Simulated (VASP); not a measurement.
The system is HfB2.

```
Hf B
1.0
     3.14000    0.00000    0.00000
    -1.57000    2.71932    0.00000
     0.00000    0.00000    3.48000
Hf B
1 2
Direct
  0.00000 0.00000 0.00000
  0.33333 0.66667 0.50000
  0.66667 0.33333 0.50000
```

* Program: VASP 6.6.1
* Task: relaxation of cell and atoms
* Functional: PBEsol
* Potentials or basis: VASP PAW PBE potentials, release 64 (Hf_pv, B)
* Cutoff: 600 eV
* k mesh: 12 × 12 × 8
* Occupations: fermi-dirac, width 0.1 eV
* Spin: no spin polarisation

At the start: pressure -4.5 GPa; volume 9.90 Å³/atom.

Problem. How do energy, volume and symmetry change on relaxing?

Solution. Over 8 steps the energy falls by 2.6 meV/atom and the volume is 9.73 Å³/atom (-1.8 %); space group P6/mmm (No. 191, to 0.05 Å).

The path:
| step | energy change (eV) | largest force (eV/Å) | pressure (GPa) | volume (Å³) |
| --- | --- | --- | --- | --- |
| 1 | 0.0000 | 0.0000 | -4.50 | 29.71 |
| 2 | 0.0051 | 0.0000 | 6.35 | 28.53 |
| 3 | -0.0075 | 0.0000 | 0.03 | 29.19 |
| 4 | -0.0075 | 0.0000 | 0.12 | 29.18 |
| 5 | -0.0077 | 0.0000 | 0.09 | 29.18 |
| 6 | -0.0077 | 0.0000 | 0.09 | 29.18 |
| 7 | -0.0077 | 0.0000 | -0.09 | 29.20 |
| 8 | -0.0077 | 0.0000 | 0.00 | 29.19 |

Final structure:
```
CELL_PARAMETERS angstrom
3.12532 0.00000 0.00000
-1.56266 2.70660 0.00000
0.00000 0.00000 3.45083
ATOMIC_POSITIONS crystal
Hf 0.00000 0.00000 0.00000
B 0.33333 0.66667 0.50000
B 0.66667 0.33333 0.50000
```

Caveat: the PAW data sets were made with another functional, which shifts forces and pressure a little.
